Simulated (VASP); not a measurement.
# Sb (Im-3m) in VASP: a series of runs

The runs below take Sb through single point, relaxation of cell and atoms, with LDA.

All numbers are computed with VASP 6.6.1; they aren't measurements. Logs are shortened: lines on timing, memory, paths and dates and some standing lists are left out, and cuts for length are marked.

**1. The cell of the first run**

It takes space group Im-3m (No. 229, cubic). The conventional cell has a = 3.758 Å, b = 3.758 Å, c = 3.758 Å, α = 90.00°, β = 90.00°, γ = 90.00°. Within 4.3 Å of Sb (site symmetry m-3m) lie 14 Sb at 3.25 to 3.76 Å.

**2. Single point, LDA (volume scaled by 1.04)**

The input, INCAR:

```
PREC = Accurate ; ENCUT = 520
EDIFF = 1E-6 ; ISMEAR = -1
SIGMA = 0.1 ; LREAL = F
LASPH = T ; NELM = 100
ALGO = Normal ; ISIF = 2
LWAVE = F ; LCHARG = T
GGA = CA ; LELF = T
LVHAR = T ; NBANDS = 8
```

The input, KPOINTS:

```
Automatic mesh
0
Gamma
  13 13 13
```

The input, POSCAR:

```
Sb
1.0
   -1.8791602945      1.8791602945      1.8791602945
    1.8791602945     -1.8791602945      1.8791602945
    1.8791602945      1.8791602945     -1.8791602945
Sb
1
Direct
    0.0000000000      0.0000000000      0.0000000000
```

Potentials or basis: VASP PAW LDA potentials, release 64 (Sb).

Started as:

```sh
$ cat potpaw_LDA.64/Sb/POTCAR > POTCAR
$ mpirun -np 1 vasp_std > vasp.out
```

OUTCAR:

```text
PREC = Accurate
   ENCUT = 520
   EDIFF = 1E-6
   ISMEAR = -1
   LREAL = F
   LASPH = T
   NELM = 100
   ISIF = 2
   GGA = CA

 ion  position               nearest neighbor table
   1  0.000  0.000  0.000-

  LATTYP: Found a body centered cubic cell.
 ALAT       =     3.7583205890

  Lattice vectors:

 A1 = (  -1.8791602945,   1.8791602945,   1.8791602945)
 A2 = (   1.8791602945,  -1.8791602945,   1.8791602945)
 A3 = (   1.8791602945,   1.8791602945,  -1.8791602945)

Analysis of symmetry for initial positions (statically):
=====================================================================
 Subroutine PRICEL returns:
 Original cell was already a primitive cell.

 Routine SETGRP: Setting up the symmetry group for a
 body centered cubic supercell.

 Subroutine GETGRP returns: Found 48 space group operations
 (whereof 48 operations were pure point group operations)
 out of a pool of 48 trial point group operations.

The static configuration has the point symmetry O_h .

Analysis of symmetry for dynamics (positions and initial velocities):
=====================================================================
 Subroutine PRICEL returns:
 Original cell was already a primitive cell.

 Routine SETGRP: Setting up the symmetry group for a
 body centered cubic supercell.

 Subroutine GETGRP returns: Found 48 space group operations
 (whereof 48 operations were pure point group operations)
 out of a pool of 48 trial point group operations.

The dynamic configuration has the point symmetry O_h .

 Subroutine INISYM returns: Found 48 space group operations
 (whereof 48 operations are pure point group operations),
 and found     1 'primitive' translations

----------------------------------------------------------------------------------------

                                     Primitive cell

  volume of cell :      26.5431

  direct lattice vectors                    reciprocal lattice vectors
    -1.879160295  1.879160295  1.879160295     0.000000000  0.266076290  0.266076290
     1.879160295 -1.879160295  1.879160295     0.266076290  0.000000000  0.266076290
     1.879160295  1.879160295 -1.879160295     0.266076290  0.266076290  0.000000000

  length of vectors
     3.254801106  3.254801106  3.254801106     0.376288698  0.376288698  0.376288698

  position of ions in fractional coordinates (direct lattice)
     0.000000000  0.000000000  0.000000000

  ion indices of the primitive-cell ions
   primitive index   ion index
[... 62 lines left out ...]
   NGXF,Y,Z  is equivalent  to a cutoff of  24.52, 24.52, 24.52 a.u.
 SYSTEM =  unknown system
   PREC   = accura    normal or accurate (medium, high low for compatibility)
   ISTART =      0    job   : 0-new  1-cont  2-samecut
   ICHARG =      2    charge: 1-file 2-atom 10-const
   ISPIN  =      1    spin polarized calculation?
   LNONCOLLINEAR =      F non collinear calculations
   LSORBIT =      F    spin-orbit coupling
   LASPH  =      T    aspherical Exc in radial PAW
   ENCUT  =  520.0 eV  38.22 Ry    6.18 a.u.   6.05  6.05  6.05*2*pi/ulx,y,z
   NELM   =    100;   NELMIN=  2; NELMDL= -5     # of ELM steps
   EDIFF  = 0.1E-05   stopping-criterion for ELM
   LREAL  =      F    real-space projection
[... 7 lines left out ...]
   TEBEG  =    0.0;   TEEND  =   0.0 temperature during run
   PSTRESS=    0.0 pullay stress
   NELECT =       5.0000    total number of electrons
   NUPDOWN=      -1.0000    fix difference up-down
   EMIN   =  10.00;   EMAX   =-10.00  energy-range for DOS
   EFERMI =   0.00;   METHOD = LEGACY
   ISMEAR =    -1;   SIGMA  =   0.10  broadening in eV -4-tet -1-fermi 0-gaus
   EFERMI_NEDOS =   21; number of points for ismear=-14 and -15
   IALGO  =     38    algorithm
   IMIX   =      4    mixing-type and parameters
     AMIX     =   0.40;   BMIX     =  1.00
     AMIX_MAG =   1.60;   BMIX_MAG =  1.00
  volume/ion in A,a.u.               =      26.54       179.12
  Fermi-wavevector in a.u.,A,eV,Ry     =   0.938457  1.773426 11.982670  0.880701
  Thomas-Fermi vector in A             =   2.065671
   LORBIT       =      0    0 simple, 1 ext, 2 COOP (PROOUT), +10 PAW based schemes
   GGA     = CA    functional components
   LHFCALC =     F    Hartree Fock is set to
   AEXX    =    0.0000 exact exchange contribution
   IVDW    =     0    specifies the selected vdW correction
   LEPSILON=     F    determine dielectric tensor
   LRPA    =     F    only Hartree local field effects (RPA)
 non-spin polarized calculation
  energy-cutoff  :      520.00
  volume of cell :       26.54
 maximum number of plane-waves:       724
   NGX = 13   NGY = 13   NGZ = 13

 number of electron       4.9999999 magnetization

 Free energy of the ion-electron system (eV)
  ---------------------------------------------------
  ext. energy  EPLUGINS =         0.00000000
  ---------------------------------------------------
  free energy    TOTEN  =        -4.62871356 eV

  energy without entropy =       -4.60497824  energy(sigma->0) =       -4.61684590

 E-fermi :   8.4632     XC(G=0): -10.4326

 val. band max:        8.4542522763   @ k =   0.3077   0.1538  -0.0000
 cond. band min:       8.4686036398   @ k =   0.2308   0.1538   0.1538
 fundamental gap:      0.0143513635
 Fermi energy:         8.4631588334

 k-point     1 :       0.0000    0.0000    0.0000
  band No.  band energies     occupation
      1      -4.4498      2.00000
      2      14.0200      0.00000
      3      14.0200      0.00000
      4      14.0200      0.00000
      5      18.8736      0.00000
      6      18.8736      0.00000
      7      18.8736      0.00000
      8      20.4019      0.00000
[... 243 lines left out ...]
 k-point    24 :       0.2308    0.0769    0.0769
  band No.  band energies     occupation
      1      -2.2560      2.00000
      2       6.5317      2.00000
      3       9.8576      0.00000
      4      11.1944      0.00000
      5      17.3582      0.00000
      6      17.6593      0.00000
      7      20.6884      0.00000
      8      21.2842      0.00000

 [... further k-points ...]
[... 5 lines left out ...]
  --------------------------------------------------------------------------------------
  -------------------------------------------------------------------------------------
  Total       -0.4356056     -0.4356056     -0.4356056      0.0000000      0.0000000     -0.0000000
  in kB      -26.2937494    -26.2937494    -26.2937494      0.0000000      0.0000000     -0.0000000
  external PRESSURE =     -26.2937494 kB  Pullay stress =       0.0000000 kB

 VOLUME and BASIS-vectors are now :
 -----------------------------------------------------------------------------
  energy-cutoff  :      520.00
  volume of cell :       26.54
      direct lattice vectors                 reciprocal lattice vectors
    -1.879160295  1.879160295  1.879160295     0.000000000  0.266076290  0.266076290
     1.879160295 -1.879160295  1.879160295     0.266076290  0.000000000  0.266076290
     1.879160295  1.879160295 -1.879160295     0.266076290  0.266076290  0.000000000

 POSITION                                       TOTAL-FORCE (eV/Angst)
 -----------------------------------------------------------------------------------
      0.00000      0.00000      0.00000        -0.000000     -0.000000     -0.000000
 -----------------------------------------------------------------------------------
    total drift:                                0.000000     -0.000000      0.000000

  FREE ENERGIE OF THE ION-ELECTRON SYSTEM (eV)
  ---------------------------------------------------
  free  energy   TOTEN  =        -4.6287135553 eV

  energy  without entropy=       -4.6049782441  energy(sigma->0) =       -4.61684590
```

OSZICAR:

```text
N       E                     dE             d eps       ncg     rms          rms(c)
DAV:   1     0.418725408111E+01    0.41873E+01   -0.16305E+03  1376   0.408E+02
DAV:   2    -0.453174807020E+01   -0.87190E+01   -0.84775E+01  1896   0.530E+01
DAV:   3    -0.463524509095E+01   -0.10350E+00   -0.10290E+00  1600   0.638E+00
DAV:   4    -0.463558212404E+01   -0.33703E-03   -0.33702E-03  2080   0.460E-01
DAV:   5    -0.463558273510E+01   -0.61106E-06   -0.61162E-06  1640   0.133E-02    0.187E+00
DAV:   6    -0.463109529585E+01    0.44874E-02   -0.20998E-03  1632   0.202E-01    0.107E+00
DAV:   7    -0.462872228580E+01    0.23730E-02   -0.39548E-03  1624   0.277E-01    0.406E-02
DAV:   8    -0.462871350343E+01    0.87824E-05   -0.45221E-05  1616   0.523E-02    0.532E-03
DAV:   9    -0.462871355530E+01   -0.51874E-07   -0.33770E-07  2072   0.500E-03
   1 F= -.46287136E+01 E0= -.46168459E+01  d E =-.237353E-01
```

Wall time 4.7 s (1 thread of Intel Xeon 6975P-C (Granite Rapids), shared host); peak memory 0.14 GiB.

Results:

```
Free energy : -4.6287 eV
Pressure    : -2.6 GPa
```

Caveat: the cell differs from its parent crystal (volume scaled by 1.04); spin-orbit coupling is left out, which moves the levels of the heavy elements.

**3. Single point, LDA (volume scaled by 1.08)**

The input, INCAR:

```
SYSTEM = Sb
PREC = Accurate
ENCUT = 520
EDIFF = 1E-6
ISMEAR = -1
SIGMA = 0.1
LREAL = .FALSE.
LASPH = .TRUE.
NELM = 60
ALGO = Normal
ISIF = 2
LWAVE = .FALSE.
LCHARG = .FALSE.
NBANDS = 8
```

The input, KPOINTS:

```
regular mesh
0
G
  13 13 13
  0 0 0
```

The input, POSCAR:

```
Sb
1.0
   -1.9029496591      1.9029496591      1.9029496591
    1.9029496591     -1.9029496591      1.9029496591
    1.9029496591      1.9029496591     -1.9029496591
Sb
1
Direct
    0.0000000000      0.0000000000      0.0000000000
```

Potentials or basis: VASP PAW LDA potentials, release 64 (Sb).

Started as:

```sh
$ cat potpaw_LDA.64/Sb/POTCAR > POTCAR
$ mpirun -np 1 vasp_std > vasp.out
```

It took 9.2 s on 1 thread of Intel Xeon 6975P-C (Granite Rapids), shared host; peak memory 0.14 GiB.

It converged, with:

* Free energy: -4.6053 eV
* Pressure: -4.7 GPa

Levels at points of the mesh, in eV from the Fermi level:
| k point | band 1 | band 2 | band 3 | band 4 | band 5 | band 6 | band 7 |
| --- | --- | --- | --- | --- | --- | --- | --- |
| (0.00, 0.00, 0.00) | -12.62 | 5.27 | 5.27 | 5.27 | 10.28 | 10.28 | 10.28 |

Caveat: the cell differs from its parent crystal (volume scaled by 1.08); spin-orbit coupling is left out, which moves the levels of the heavy elements.

**4. Single point, LDA (volume scaled by 1.12)**

The input, INCAR:

```
SYSTEM = Sb
ALGO = Normal
EDIFF = 1E-6
ENCUT = 520
ISIF = 2
ISMEAR = -1
LASPH = .True.
LCHARG = .True.
LELF = .True.
LREAL = .False.
LVHAR = .True.
LWAVE = .False.
NBANDS = 8
NELM = 100
PREC = Accurate
SIGMA = 0.1
```

The input, KPOINTS:

```
k-points
0
Gamma
  13 13 13
  0 0 0
```

The input, POSCAR:

```
Sb
1.0
   -1.9261586496      1.9261586496      1.9261586496
    1.9261586496     -1.9261586496      1.9261586496
    1.9261586496      1.9261586496     -1.9261586496
Sb
1
Direct
    0.0000000000      0.0000000000      0.0000000000
```

Started as:

```sh
$ cat potpaw_LDA.64/Sb/POTCAR > POTCAR
$ mpirun -np 1 vasp_std > vasp.out
```

It took 10 s on 1 thread of Intel Xeon 6975P-C (Granite Rapids), shared host; peak memory 0.15 GiB.

Results (log left out):

```
Free energy : -4.5703 eV
Pressure    : -6.3 GPa
```

Levels at points of the mesh, in eV from the Fermi level:
| k point | band 1 | band 2 | band 3 | band 4 | band 5 | band 6 | band 7 |
| --- | --- | --- | --- | --- | --- | --- | --- |
| (0.00, 0.00, 0.00) | -12.35 | 5.00 | 5.00 | 5.00 | 10.16 | 10.16 | 10.16 |

Caveat: the cell differs from its parent crystal (volume scaled by 1.12); spin-orbit coupling is left out, which moves the levels of the heavy elements.

**5. Relaxation of cell and atoms, LDA**

This run uses another cell than the first one, of 27.18 Å³/atom, 1.024 times its volume.

The input, INCAR:

```
  ALGO = Normal
  EDIFF = 1E-6
  EDIFFG = -0.01
  ENCUT = 600
  IBRION = 2
  ISIF = 3
  ISMEAR = -1
  LASPH = True
  LCHARG = False
  LREAL = False
  LWAVE = False
  NELM = 80
  NSW = 80
  PREC = Accurate
  SIGMA = 0.1
```

The input, KPOINTS:

```
k-points
0
Gamma
  12 12 12
```

The input, POSCAR:

```
Sb
1.0
   -1.8941349331      1.8941349331      1.8941349331
    1.8941349331     -1.8941349331      1.8941349331
    1.8941349331      1.8941349331     -1.8941349331
Sb
1
Direct
    0.0000000000      0.0000000000      0.0000000000
```

Started as:

```sh
$ cat potpaw_LDA.64/Sb/POTCAR > POTCAR
$ mpirun -np 1 vasp_std > vasp.out
```

Wall time 13 s (1 thread of Intel Xeon 6975P-C (Granite Rapids), shared host); peak memory 0.15 GiB.

It converged, with:

* Free energy: -4.6455 eV
* Relaxed volume: 25.58 Å³/atom
* Relaxed cell: a = 3.215 Å, b = 3.215 Å, c = 3.215 Å, α = 109.47°, β = 109.47°, γ = 109.47°
* Space group after relaxing (to 0.05 Å): Im-3m (No. 229)
* Energy gained by relaxing: 20.7 meV/atom
* Ionic steps: 3
* Pressure after relaxing: 0.0 GPa

Step by step:
```tsv
step	energy change (eV)	largest force (eV/Å)	pressure (GPa)	volume (Å³)
1	0.0000	0.0000	-3.91	27.18
2	-0.0128	0.0000	2.90	24.66
3	-0.0207	0.0000	-0.01	25.58
```

Final structure:
```cif
data_structure
_symmetry_space_group_name_H-M 'P 1'
_symmetry_Int_Tables_number 1
_cell_length_a 3.2147
_cell_length_b 3.2147
_cell_length_c 3.2147
_cell_angle_alpha 109.471
_cell_angle_beta 109.471
_cell_angle_gamma 109.471
_cell_volume 25.58
loop_
_atom_site_label
_atom_site_type_symbol
_atom_site_fract_x
_atom_site_fract_y
_atom_site_fract_z
_atom_site_occupancy
Sb1 Sb 0.00000 0.00000 0.00000 1
```

Levels at points of the mesh, in eV from the Fermi level:
```
           k point  band 1  band 2  band 3  band 4  band 5  band 6
(0.00, 0.00, 0.00)  -13.28    5.79    5.79    5.79   10.47   10.47
(0.50, 0.00, 0.00)   -8.97   -5.90    1.75    3.85    6.57    6.94
(0.50, 0.50, 0.50)   -5.47   -2.13   -2.13   -2.13    2.92    2.92
```

Caveat: spin-orbit coupling is left out, which moves the levels of the heavy elements.

**6. Single point, LDA**

This run uses another cell than the first one, of 25.52 Å³/atom, 0.962 times its volume.

The input, INCAR:

```
  PREC = Accurate
  ENCUT = 520
  EDIFF = 1E-6
  ISMEAR = -1
  SIGMA = 0.1
  LREAL = False
  LASPH = True
  NELM = 100
  ALGO = Normal
  ISIF = 2
  LWAVE = False
  LCHARG = True
  GGA = CA
  LELF = True
  LVHAR = True
  NBANDS = 8
```

The input, KPOINTS:

```
regular mesh
0
Gamma
  20 20 20
```

The input, POSCAR:

```
Sb
1.0
   -1.8547528527      1.8547528527      1.8547528527
    1.8547528527     -1.8547528527      1.8547528527
    1.8547528527      1.8547528527     -1.8547528527
Sb
1
Direct
    0.0000000000      0.0000000000      0.0000000000
```

Potentials or basis: VASP PAW LDA potentials, release 64 (Sb).

Started as:

```sh
$ cat potpaw_LDA.64/Sb/POTCAR > POTCAR
$ mpirun -np 1 vasp_std > vasp.out
```

Wall time 12 s (1 thread of Intel Xeon 6975P-C (Granite Rapids), shared host); peak memory 0.16 GiB.

It converged, with:

```yaml
Free_energy: -4.6365 eV
Pressure: 0.1 GPa
```

Levels at points of the mesh, in eV from the Fermi level:
| k point | band 1 | band 2 | band 3 | band 4 | band 5 | band 6 | band 7 |
| --- | --- | --- | --- | --- | --- | --- | --- |
| (0.00, 0.00, 0.00) | -13.29 | 5.82 | 5.82 | 5.82 | 10.49 | 10.49 | 10.49 |
| (0.50, 0.00, 0.00) | -8.96 | -5.90 | 1.77 | 3.87 | 6.59 | 6.96 | 14.11 |
| (0.50, 0.50, 0.50) | -5.44 | -2.12 | -2.12 | -2.12 | 2.93 | 2.93 | 16.71 |

Caveat: spin-orbit coupling is left out, which moves the levels of the heavy elements.

**7. The runs side by side**

```tsv
task	cell	k mesh	cutoff (eV)	gap on the mesh (eV)	pressure (GPa)
single point	a = 3.255 Å, angles 109.5°, 1 atom	13 × 13 × 13	520	none	-2.6
single point	a = 3.296 Å, angles 109.5°, 1 atom	13 × 13 × 13	520	none	-4.7
single point	a = 3.336 Å, angles 109.5°, 1 atom	13 × 13 × 13	520	none	-6.3
relaxation of cell and atoms	relaxed from a = 3.281 Å, angles 109.5°, 1 atom	12 × 12 × 12	600	none	0.0
single point	a = 3.213 Å, angles 109.5°, 1 atom	20 × 20 × 20	520	none	0.1
```

Alike in all rows: level LDA; potentials or basis VASP PAW LDA potentials, release 64 (Sb); no spin polarisation; smearing fermi-dirac 0.1 eV.

Caveats: spin-orbit coupling is left out, which moves the levels of the heavy elements.

Total energies depend on the potentials used, so only differences within one code and one set of settings carry meaning.
